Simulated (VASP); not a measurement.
# BeS (F-43m) in VASP: notebook, part 2 of 2

VASP 6.6.1. Earlier steps stand in the parts before.

### 4 Single point, PBE

This run uses another cell than the first one, of 13.00 Å³/atom, 1.800 times its volume.

INCAR reads:

```
SYSTEM = BeS
  ALGO = Normal
  EDIFF = 1E-6
  ENCUT = 520
  GGA = PE
  ISIF = 2
  ISMEAR = -1
  LASPH = .True.
  LCHARG = .True.
  LELF = .True.
  LREAL = .False.
  LVHAR = .True.
  LWAVE = .False.
  NBANDS = 11
  NELM = 100
  PREC = Accurate
  SIGMA = 0.03
```

KPOINTS reads:

```
k-points
0
Gamma
  10 10 10
  0 0 0
```

POSCAR reads:

```
BeS
1.0
    0.0000000000      2.3511130669      2.3511130669
    2.3511130669      0.0000000000      2.3511130669
    2.3511130669      2.3511130669      0.0000000000
Be S
1 1
Direct
    0.0000000000      0.0000000000      0.0000000000
    0.2500000000      0.2500000000      0.2500000000
```

Potentials or basis: VASP PAW PBE potentials, release 64 (Be, S).

On the command line:

```
> cat potpaw_PBE.64/Be/POTCAR potpaw_PBE.64/S/POTCAR > POTCAR
> mpirun -np 1 vasp_std > vasp.out
```

OUTCAR:

```text
SYSTEM = BeS
   EDIFF = 1E-6
   ENCUT = 520
   GGA = PE
   ISIF = 2
   ISMEAR = -1
   LASPH = .True.
   LREAL = .False.
   NELM = 100
   PREC = Accurate

 ion  position               nearest neighbor table
   1  0.000  0.000  0.000-   2 2.04   2 2.04   2 2.04   2 2.04
   2  0.250  0.250  0.250-   1 2.04   1 2.04   1 2.04   1 2.04

  LATTYP: Found a face centered cubic cell.
 ALAT       =     4.7022261338

  Lattice vectors:

 A1 = (   0.0000000000,   2.3511130669,   2.3511130669)
 A2 = (   2.3511130669,   0.0000000000,   2.3511130669)
 A3 = (   2.3511130669,   2.3511130669,   0.0000000000)

Analysis of symmetry for initial positions (statically):
=====================================================================
 Subroutine PRICEL returns:
 Original cell was already a primitive cell.

 Routine SETGRP: Setting up the symmetry group for a
 face centered cubic supercell.

 Subroutine GETGRP returns: Found 24 space group operations
 (whereof 24 operations were pure point group operations)
 out of a pool of 48 trial point group operations.

The static configuration has the point symmetry T_d .

Analysis of symmetry for dynamics (positions and initial velocities):
=====================================================================
 Subroutine PRICEL returns:
 Original cell was already a primitive cell.

 Routine SETGRP: Setting up the symmetry group for a
 face centered cubic supercell.

 Subroutine GETGRP returns: Found 24 space group operations
 (whereof 24 operations were pure point group operations)
 out of a pool of 48 trial point group operations.

The dynamic configuration has the point symmetry T_d .

 Subroutine INISYM returns: Found 24 space group operations
 (whereof 24 operations are pure point group operations),
 and found     1 'primitive' translations

----------------------------------------------------------------------------------------

                                     Primitive cell

  volume of cell :      25.9926
[... 111 lines left out ...]
  Fermi-wavevector in a.u.,A,eV,Ry     =   1.105320  2.088752 16.622673  1.221732
  Thomas-Fermi vector in A             =   2.241805
   LORBIT       =      0    0 simple, 1 ext, 2 COOP (PROOUT), +10 PAW based schemes
   GGA     = PE    functional components
   LHFCALC =     F    Hartree Fock is set to
   AEXX    =    0.0000 exact exchange contribution
   IVDW    =     0    specifies the selected vdW correction
   LEPSILON=     F    determine dielectric tensor
   LRPA    =     F    only Hartree local field effects (RPA)
 non-spin polarized calculation
  energy-cutoff  :      520.00
  volume of cell :       25.99
 maximum number of plane-waves:       725
 NGX is ok and might be reduce to    28
   NGX = 13   NGY = 13   NGZ = 13

 number of electron       8.0000000 magnetization

 Free energy of the ion-electron system (eV)
  ---------------------------------------------------
  ext. energy  EPLUGINS =         0.00000000
  ---------------------------------------------------
  free energy    TOTEN  =        -9.90622569 eV

  energy without entropy =       -9.90622569  energy(sigma->0) =       -9.90622569

 E-fermi :   5.7708     XC(G=0): -10.1203

 val. band max:        5.1838587352   @ k =   0.0000   0.0000   0.0000
 cond. band min:       8.0654790998   @ k =   0.5000   0.5000   0.0000
 fundamental gap:      2.8816203647
 Fermi energy:         5.7708374818

 k-point     1 :       0.0000    0.0000    0.0000
  band No.  band energies     occupation
      1      -9.1709      2.00000
      2       5.1839      2.00000
      3       5.1839      2.00000
      4       5.1839      2.00000
      5      10.7946      0.00000
      6      10.7946      0.00000
      7      10.7946      0.00000
      8      11.8860      0.00000
      9      18.1733      0.00000
     10      18.1733      0.00000
     11      20.7810      0.00000
[... 309 lines left out ...]
 k-point    24 :       0.4000    0.3000    0.0000
  band No.  band energies     occupation
      1      -7.3321      2.00000
      2       0.6585      2.00000
      3       2.4142      2.00000
      4       2.7025      2.00000
      5       9.1211      0.00000
      6      10.9834      0.00000
      7      15.8491      0.00000
      8      15.8733      0.00000
      9      20.0412      0.00000
     10      20.9278      0.00000
     11      22.9043      0.00000

 [... further k-points ...]
[... 5 lines left out ...]
  --------------------------------------------------------------------------------------
  -------------------------------------------------------------------------------------
  Total        2.0159594      2.0159594      2.0159594      0.0000000      0.0000000      0.0000000
  in kB      124.2629958    124.2629958    124.2629958      0.0000000      0.0000000      0.0000000
  external PRESSURE =     124.2629958 kB  Pullay stress =       0.0000000 kB

 VOLUME and BASIS-vectors are now :
 -----------------------------------------------------------------------------
  energy-cutoff  :      520.00
  volume of cell :       25.99
      direct lattice vectors                 reciprocal lattice vectors
     0.000000000  2.351113067  2.351113067    -0.212665230  0.212665230  0.212665230
     2.351113067  0.000000000  2.351113067     0.212665230 -0.212665230  0.212665230
     2.351113067  2.351113067  0.000000000     0.212665230  0.212665230 -0.212665230

 POSITION                                       TOTAL-FORCE (eV/Angst)
 -----------------------------------------------------------------------------------
      0.00000      0.00000      0.00000         0.000000      0.000000      0.000000
      1.17556      1.17556      1.17556        -0.000000     -0.000000     -0.000000
 -----------------------------------------------------------------------------------
    total drift:                               -0.000000     -0.000000     -0.000000

  FREE ENERGIE OF THE ION-ELECTRON SYSTEM (eV)
  ---------------------------------------------------
  free  energy   TOTEN  =        -9.9062256850 eV

  energy  without entropy=       -9.9062256850  energy(sigma->0) =       -9.90622569
```

OSZICAR:

```text
N       E                     dE             d eps       ncg     rms          rms(c)
DAV:   1     0.197089057959E+02    0.19709E+02   -0.40896E+03  1034   0.636E+02
DAV:   2    -0.909630172348E+01   -0.28805E+02   -0.27334E+02  1428   0.116E+02
DAV:   3    -0.101344855197E+02   -0.10382E+01   -0.10361E+01  1324   0.219E+01
DAV:   4    -0.101397695743E+02   -0.52841E-02   -0.52830E-02  1310   0.186E+00
DAV:   5    -0.101398065350E+02   -0.36961E-04   -0.36960E-04  1354   0.148E-01    0.647E+00
DAV:   6    -0.996427991303E+01    0.17553E+00   -0.11623E-01  1229   0.180E+00    0.435E+00
DAV:   7    -0.990518196793E+01    0.59098E-01   -0.15994E-01  1357   0.217E+00    0.959E-01
DAV:   8    -0.990614211975E+01   -0.96015E-03   -0.73029E-03  1213   0.483E-01    0.144E-01
DAV:   9    -0.990620050386E+01   -0.58384E-04   -0.44443E-04  1289   0.138E-01    0.352E-02
DAV:  10    -0.990621646448E+01   -0.15961E-04   -0.30075E-05  1282   0.318E-02    0.108E-02
DAV:  11    -0.990622550480E+01   -0.90403E-05   -0.13575E-05  1178   0.222E-02    0.854E-03
DAV:  12    -0.990622568504E+01   -0.18025E-06   -0.18358E-07   964   0.314E-03
   1 F= -.99062257E+01 E0= -.99062257E+01  d E =-.125589E-10
```

Wall time 7.4 s (1 thread of Intel Xeon 6975P-C, shared host); peak memory 0.15 GiB.

What came out:

* Free energy: -9.9062 eV
* Pressure: 12.4 GPa
* Band gap on the k mesh: 2.88 eV, indirect (least direct gap 5.61 eV)

A k mesh can miss the band edges.

### 5 Summary

```csv
cell,gap on the mesh (eV),pressure (GPa)
"a = 2.733 Å, angles 60.0°, 2 atoms",0.52,231.6
"a = 2.822 Å, angles 60.0°, 2 atoms",0.99,168.7
"a = 3.325 Å, angles 60.0°, 2 atoms",2.88,12.4
```

Alike in all rows: task single point; level PBE; potentials or basis VASP PAW PBE potentials, release 64 (Be, S); no spin polarisation; k mesh 10 × 10 × 10; cutoff (eV) 520; smearing fermi-dirac 0.03 eV.

Total energies depend on the potentials used, so only differences within one code and one set of settings carry meaning.
